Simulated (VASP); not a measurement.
Wanted: the native input for a VASP 6.6.1 run.

```yaml
Task: single point
Functional: PBEsol
Potentials_or_basis: VASP PAW PBE potentials, release 64 (Si)
Cutoff: 520 eV
k_mesh: 9 × 4 × 1
Occupations: gaussian, width 0.05 eV
Spin: no spin polarisation
Dipole_correction: yes
Further_INCAR_settings: LREAL = Auto; ALGO = Fast; EDIFF = 1e-06; NBANDS = 46
```

The structure of Si lies in POSCAR:

```
Si
1.0
    3.8417168286      0.0000000000      0.0000000000
    0.0000000000     10.8660160835      0.0000000000
    0.0000000000      0.0000000000     20.7625752429
Si
16
Direct
    0.5000000000      0.5000000000      0.3612268667
    0.5000000000      0.0000000000      0.3612268667
    0.0000000000      0.6250000000      0.3612268667
    0.0000000000      0.1250000000      0.3612268667
    0.0000000000      0.7500000000      0.4537422889
    0.0000000000      0.2500000000      0.4537422889
    0.5000000000      0.8750000000      0.4537422889
    0.5000000000      0.3750000000      0.4537422889
    0.5000000000      0.0019728318      0.5467115958
    0.5000000000      0.5019728318      0.5467115958
    0.0000000000      0.1230271682      0.5467115958
    0.0000000000      0.6230271682      0.5467115958
    0.0000000000      0.2554520731      0.6331102186
    0.0000000000      0.7554520731      0.6331102186
    0.5000000000      0.3695479269      0.6331102186
    0.5000000000      0.8695479269      0.6331102186
```

One way to write it, as run:

INCAR

```
SYSTEM = Si
ALGO = Fast
DIPOL = 0.5 0.5 0.499
EDIFF = 1E-6
ENCUT = 520
GGA = PS
IDIPOL = 3
ISIF = 2
ISMEAR = 0
LASPH = .TRUE.
LCHARG = .FALSE.
LDIPOL = .TRUE.
LREAL = Auto
LWAVE = .FALSE.
NBANDS = 46
NELM = 60
PREC = Accurate
SIGMA = 0.05
```

KPOINTS

```
k-points
0
G
  9 4 1
  0 0 0
```

Potentials or basis: VASP PAW PBE potentials, release 64 (Si).

The run is started by

```sh
$ cat potpaw_PBE.64/Si/POTCAR > POTCAR
$ mpirun -np 1 vasp_std > vasp.out
```

It gave:

| Quantity | Value |
| --- | --- |
| Largest force | 0.485 eV/Å |
| Band gap on the k mesh | zero (bands 32 and 33 overlap by 0.21 eV) |

Caveat: the PAW data sets were made with another functional, which shifts forces and pressure a little.

Wall time 31 min on 1 thread of Oxide Virtual Turin-like Processor, with other jobs on the host, peak memory 0.89 GiB.
